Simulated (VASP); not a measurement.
Write the native input for VASP 6.6.1 that does the following.

```
Task                   : single point
Functional             : PBE
Potentials or basis    : VASP PAW PBE potentials, release 64 (Al)
Cutoff                 : 520 eV
k mesh                 : 18 × 18 × 4
Occupations            : gaussian, width 0.1 eV
Spin                   : no spin polarisation
Dipole correction      : no
Further INCAR settings : ALGO = Fast; EDIFF = 1e-07; NBANDS = 18
```

The structure of Al lies in POSCAR:

```
Al
1.0
    2.8566274744     -0.0000000029      0.0000000000
   -1.4283137347      2.4739119634      0.0000000000
    0.0000000000      0.0000000000     14.1293201865
Al
6
Direct
    0.0000000000      0.0000000000      0.0000000000
    0.6666666667      0.3333333333      0.8332949733
    0.0000000000      0.0000000000      0.6666160135
    0.6666666667      0.3333333333      0.5000000000
    0.0000000000      0.0000000000      0.3333839865
    0.6666666667      0.3333333333      0.1667050267
```

The input as run:

INCAR

```
PREC     = Accurate       # precision mode
ENCUT    = 520            # plane-wave cutoff, eV
EDIFF    = 1E-7           # SCF threshold, eV
ISMEAR   = 0              # smearing method
SIGMA    = 0.1            # smearing width, eV
LREAL    = F              # projectors in reciprocal space
LASPH    = T              # aspherical terms in the spheres
NELM     = 80             # most SCF steps
ALGO     = Fast           # electronic algorithm
ISIF     = 2              # what is computed and relaxed
LWAVE    = F              # write WAVECAR
LCHARG   = T              # write CHGCAR
GGA      = PE             # functional
LELF     = T              # ELF
LVHAR    = T            
NBANDS   = 18             # bands
```

KPOINTS

```
regular mesh
0
Gamma
  18 18 4
```

Potentials or basis: VASP PAW PBE potentials, release 64 (Al).

The run is started by

```sh
$ cat potpaw_PBE.64/Al/POTCAR > POTCAR
$ mpirun -np 1 vasp_std > vasp.out
```

Results of the run:

| Property | Result |
| --- | --- |
| Pressure | 0.0 GPa |
| Band gap on the k mesh | zero (band 9 reaches 11.86 eV, above the bottom of band 10 at 5.73 eV) |

It took 4.2 min on 1 thread of Intel(R) Xeon(R) Platinum 8175M CPU @ 2.50GHz (Skylake/Cascade Lake), on a shared host, peak memory 0.32 GiB.
